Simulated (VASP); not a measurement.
Wanted: the native input for a VASP 6.6.1 run.

* Task: relaxation of cell and atoms
* Functional: PBE
* Potentials or basis: VASP PAW PBE potentials, release 64 (Rb_sv)
* Cutoff: 600 eV
* k mesh: 10 × 10 × 5
* Occupations: fermi-dirac, width 0.05 eV
* Spin: no spin polarisation
* Dipole correction: no
* Further INCAR settings: ALGO = Normal; EDIFF = 1e-07; IBRION = 2; EDIFFG = -0.005; NSW = 45; ISIF = 3

The structure of Rb lies in POSCAR:

```
Rb
1.0
    5.0664732571      0.0000000000      0.0000000000
   -2.5332366285      4.3876945482      0.0000000000
    0.0000000000      0.0000000000      8.2076866765
Rb
2
Direct
    0.3333333333      0.6666666667      0.2500000000
    0.6666666667      0.3333333333      0.7500000000
```

This isn't the form of Rb at room conditions, which is bcc.

These files were run (other wordings do the same):

INCAR

```
SYSTEM = Rb
PREC = Accurate ; ENCUT = 600
EDIFF = 1E-7 ; ISMEAR = -1
SIGMA = 0.05 ; LREAL = .False.
LASPH = .True. ; NELM = 60
ALGO = Normal ; ISIF = 3
LWAVE = .False. ; LCHARG = .False.
GGA = PE ; IBRION = 2
NSW = 45 ; EDIFFG = -0.005
```

KPOINTS

```
Automatic mesh
0
Gamma
  10 10 5
  0 0 0
```

Potentials or basis: VASP PAW PBE potentials, release 64 (Rb_sv).

Launch:

```sh
$ cat potpaw_PBE.64/Rb_sv/POTCAR > POTCAR
$ mpirun -np 1 vasp_std > vasp.out
```

It gave:

- Relaxed volume: 91.44 Å³/atom
- Relaxed cell: a = 5.069 Å, b = 5.069 Å, c = 8.218 Å, α = 90.00°, β = 90.00°, γ = 120.00°
- Space group after relaxing (to 0.1 Å): P6_3/mmc (No. 194)
- Energy gained by relaxing: 0.0 meV/atom
- Ionic steps: 3
- Pressure after relaxing: 0.0 GPa
- Band gap on the k mesh: zero (bands 9 and 10 overlap by 1.64 eV)

It took 110 s on 1 thread of Intel(R) Xeon(R) 6975P-C (Granite Rapids), with other jobs on the host, peak memory 0.38 GiB.
